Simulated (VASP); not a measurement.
Set up this calculation in VASP 6.6.1, as the native input.

```yaml
Task: single point
Functional: PBEsol
Potentials_or_basis: VASP PAW PBE potentials, release 64 (Ir)
Cutoff: 520 eV
k_mesh: 16 × 16 × 9
Occupations: fermi-dirac, width 0.08 eV
Spin: no spin polarisation
Dipole_correction: no
Further_INCAR_settings: ALGO = Normal; EDIFF = 1e-06; NBANDS = 16
```

The structure of Ir lies in POSCAR:

```
Ir
1.0
    2.7201297417      0.0000000000      0.0000000000
   -1.3600648708      2.3557014579      0.0000000000
    0.0000000000      0.0000000000      4.4079603801
Ir
2
Direct
    0.3333333333      0.6666666667      0.2500000000
    0.6666666667      0.3333333333      0.7500000000
```

This isn't the form of Ir at room conditions, which is fcc.

One way to write it, as run:

INCAR

```
  PREC = Accurate
  ENCUT = 520
  EDIFF = 1E-6
  ISMEAR = -1
  SIGMA = 0.08
  LREAL = F
  LASPH = T
  NELM = 80
  ALGO = Normal
  ISIF = 2
  LWAVE = F
  LCHARG = F
  GGA = PS
  NBANDS = 16
```

KPOINTS

```
Automatic mesh
0
Gamma
  16 16 9
```

Potentials or basis: VASP PAW PBE potentials, release 64 (Ir).

The run is started by

```bash
$ cat potpaw_PBE.64/Ir/POTCAR > POTCAR
$ mpirun -np 1 vasp_std > vasp.out
```

It gave:

* Pressure: 1.0 GPa
* Band gap on the k mesh: zero (bands 9 and 10 overlap by 3.31 eV)

Caveat: the PAW data sets were made with another functional, which shifts forces and pressure a little; spin-orbit coupling is left out, which moves the levels of the heavy elements.

It took 22 s on 1 thread of Intel(R) Xeon(R) 6975P-C (Granite Rapids), with other jobs on the host, peak memory 0.17 GiB.
